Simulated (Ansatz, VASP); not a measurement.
## Two plane-wave programs on HgTe

```xyz
2
Lattice="0.0000 2.9215 2.9215 2.9215 0.0000 2.9215 2.9215 2.9215 0.0000" Properties=species:S:1:pos:R:3 pbc="T T T"
Hg    0.0000    0.0000    0.0000
Te    2.9215    2.9215    2.9215
```

Alike in both runs: task relaxation of cell and atoms; functional PBE; k mesh 6 × 6 × 6; occupations gaussian, width 0.1 eV; no spin polarisation.

|  | VASP | Ansatz |
| --- | --- | --- |
| version | VASP 6.6.1 | Ansatz 0.2.0 |
| potentials or method | VASP PAW PBE potentials, release 64 (Hg, Te), cutoff 500 eV | scalar-relativistic, plane waves, PAW |
| valence electrons in the cell | 18 | 36 |

```tsv
	VASP	Ansatz	Ansatz less VASP
gap on the k mesh at the Fermi level, each at its own relaxed structure (eV)	none	none	-
relaxed volume (Å³/atom)	28.94	28.76	-0.176
relaxed cell length with the largest relative difference (Å)	4.342	4.333	-0.0088
```

A gap of «none» marks a metal or a gap that the smearing closes. VASP's potentials hold 18 valence electrons a cell and Ansatz's 36, so a difference there can come from the potentials and not from the codes.

Neither program's run includes spin-orbit coupling. Noted on VASP's run: the volume moved by over 15 % at a fixed basis, so the end points are rough.
